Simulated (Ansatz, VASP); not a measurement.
PbS in VASP and in Ansatz

```
CELL_PARAMETERS angstrom
0.00000 2.90447 2.90447
2.90447 0.00000 2.90447
2.90447 2.90447 0.00000
ATOMIC_POSITIONS crystal
Pb 0.00000 0.00000 0.00000
S 0.50000 0.50000 0.50000
```

Change from the starting cell: volume scaled by 0.94.

Alike in both runs: task single point; functional PBE; k mesh 8 × 8 × 8; occupations fermi-dirac, width 0.01 eV; no spin polarisation.

|  | VASP | Ansatz |
| --- | --- | --- |
| version | VASP 6.6.1 | Ansatz 0.2.0 |
| potentials or method | VASP PAW PBE potentials, release 64 (Pb_d, S), cutoff 520 eV | all-electron LAPW, scalar-relativistic |

|  | VASP | Ansatz | Ansatz less VASP |
| --- | --- | --- | --- |
| pressure (GPa) | 6.6 | 6.7 | +0.09 |

Ansatz ran all-electron here, and VASP with PAW potentials.

Neither program's run includes spin-orbit coupling.
